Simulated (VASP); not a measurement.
Runs of VASP 6.6.1 on Li2Sb3. The structure is that of space group P-3m1 (No. 164), or close to it. The cells are those of the table. 

```tsv
task	cell	k mesh	cutoff (eV)	gap on the mesh (eV)	pressure (GPa)	relaxed volume (Å³/atom)	largest force (eV/Å)
single point	a = 4.665, b = 4.665, c = 6.194 Å, angles 90.0, 90.0, 120.0°, 5 atoms	6 × 6 × 4	520	none	-	-	0.02
relaxation of cell and atoms	relaxed from a = 4.277, b = 4.277, c = 6.655 Å, angles 90.0, 90.0, 120.0°, 5 atoms	6 × 6 × 4	600	none	0.0	23.40	0.04
single point	a = 4.734, b = 4.734, c = 6.030 Å, angles 90.0, 90.0, 120.0°, 5 atoms	12 × 12 × 6	520	none	-	-	0.01
single point	a = 4.277, b = 4.277, c = 6.655 Å, angles 90.0, 90.0, 120.0°, 5 atoms	6 × 6 × 4	520	none	-	-	1.14
relaxation of cell and atoms	relaxed from a = 4.665, b = 4.665, c = 6.194 Å, angles 90.0, 90.0, 120.0°, 5 atoms	12 × 12 × 6	600	none	0.0	(a)	0.01
```

Alike in all rows: level PBE; potentials or basis VASP PAW PBE potentials, release 64 (Li_sv, Sb); no spin polarisation; smearing gaussian 0.1 eV.

Fill in the values left out.

(a) 23.38.

Caveats: the cutoff is under 1.25 times the usual one of these potentials, so pressure, stress and relaxed cells hold a basis-set (Pulay) error; spin-orbit coupling is left out, which moves the levels of the heavy elements; forces of over 1 eV/Å act on the atoms, so gaps and moduli don't describe the material at rest (some runs).

A k mesh can miss the band edges, and the runs leave out spin-orbit coupling on Sb.

A gap of «none» marks levels without a gap at the run's occupations.
